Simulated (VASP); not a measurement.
## CdSe: single point with PBEsol

The system is CdSe.

```
CELL_PARAMETERS angstrom
0.00000 2.82524 2.82524
2.82524 0.00000 2.82524
2.82524 2.82524 0.00000
ATOMIC_POSITIONS crystal
Cd 0.00000 0.00000 0.00000
Se 0.50000 0.50000 0.50000
```

```json
{
  "Program": "VASP 6.6.1",
  "Task": "single point",
  "Functional": "PBEsol",
  "Potentials or basis": "VASP PAW PBE potentials, release 64 (Cd, Se)",
  "Cutoff": "500 eV",
  "k mesh": "6 × 6 × 6",
  "Occupations": "fermi-dirac, width 0.05 eV",
  "Spin": "no spin polarisation",
  "Dipole correction": "no",
  "Further INCAR settings": "ALGO = Normal; EDIFF = 1e-06; NBANDS = 16"
}
```

```json
{
 "Pressure": "-0.3 GPa",
 "Band gap on the k mesh": "zero (band 9 reaches 2.56 eV, above the bottom of band 10 at 2.04 eV)"
}
```

Levels at points of the mesh, in eV from the Fermi level:
| k point | band 7 | band 8 | band 9 | band 10 | band 11 | band 12 |
| --- | --- | --- | --- | --- | --- | --- |
| (0.00, 0.00, 0.00) | -0.75 | -0.75 | -0.75 | 0.12 | 8.56 | 8.56 |
| (0.50, 0.00, 0.00) | -5.29 | -0.09 | -0.09 | 2.81 | 5.11 | 5.11 |
| (0.50, 0.50, 0.00) | -4.52 | -2.32 | -2.32 | -0.61 | 5.23 | 9.92 |

It took 6.5 s on 1 thread of Intel(R) Xeon(R) 6975P-C (Granite Rapids), with other jobs on the host, peak memory 0.17 GiB.

Caveat: the PAW data sets were made with another functional, which shifts forces and pressure a little.
